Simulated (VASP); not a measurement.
Input of a VASP 6.6.1 run:

File INCAR:

```
  PREC = Accurate
  ENCUT = 520
  EDIFF = 1E-6
  ISMEAR = -1
  SIGMA = 0.05
  LREAL = False
  LASPH = True
  NELM = 100
  ALGO = Normal
  ISIF = 2
  LWAVE = False
  LCHARG = False
  GGA = PS
  NBANDS = 7
```

File KPOINTS:

```
Automatic mesh
0
Gamma
  25 25 25
```

POSCAR

```
Be
1.0
   -1.0564759162      1.0564759162      1.0564759162
    1.0564759162     -1.0564759162      1.0564759162
    1.0564759162      1.0564759162     -1.0564759162
Be
1
Direct
    0.0000000000      0.0000000000      0.0000000000
```

Potentials or basis: VASP PAW PBE potentials, release 64 (Be).

Command:

```sh
$ cat potpaw_PBE.64/Be/POTCAR > POTCAR
$ mpirun -np 1 vasp_std > vasp.out
```

(1) Predict the band gap on the k mesh.

(2) Predict the pressure.

Answers

(1) zero (bands 1 and 2 overlap by 7.38 eV).

(2) 142.2 GPa.

Caveat: the cell stands under pressure; the PAW data sets were made with another functional, which shifts forces and pressure a little.
